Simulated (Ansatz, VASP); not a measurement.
## One calculation of Cd2Au, two programs

```xyz
6
Lattice="7.0105 0.0000 0.0000 0.0000 7.0105 0.0000 0.0000 0.0000 3.3318" Properties=species:S:1:pos:R:3 pbc="T T T"
Cd    1.9221    1.9221    0.0000
Cd    1.5832    5.4274    1.6659
Cd    5.0884    5.0884    0.0000
Cd    5.4274    1.5832    1.6659
Au    0.0000    0.0000    0.0000
Au    3.5053    3.5053    1.6659
```

Alike in both runs: functional PBE; k mesh 4 × 4 × 4; occupations gaussian, width 0.1 eV; no spin polarisation.

Ansatz relaxed the structure, and its values are those at the end. VASP's run is a single point on that final structure, the one shown.

|  | VASP | Ansatz |
| --- | --- | --- |
| version | VASP 6.6.1 | Ansatz 0.2.0 |
| potentials or method | VASP PAW PBE potentials, release 64 (Cd, Au), cutoff 520 eV | scalar-relativistic, plane waves, PAW |
| valence electrons in the cell | 70 | 118 |

```csv
,VASP,Ansatz,Ansatz less VASP
gap on the k mesh at the Fermi level (eV),none,none,-
pressure (GPa),0.6,0.4,-0.25
rms of the force components (eV/Å),0.007,0.009,+0.0018
```

A gap of «none» marks a metal or a gap that the smearing closes. VASP's potentials hold 70 valence electrons a cell and Ansatz's 118, so a difference there can come from the potentials and not from the codes.

The k mesh is coarse, so the values compare programs but aren't converged. Spin-orbit coupling is off throughout.
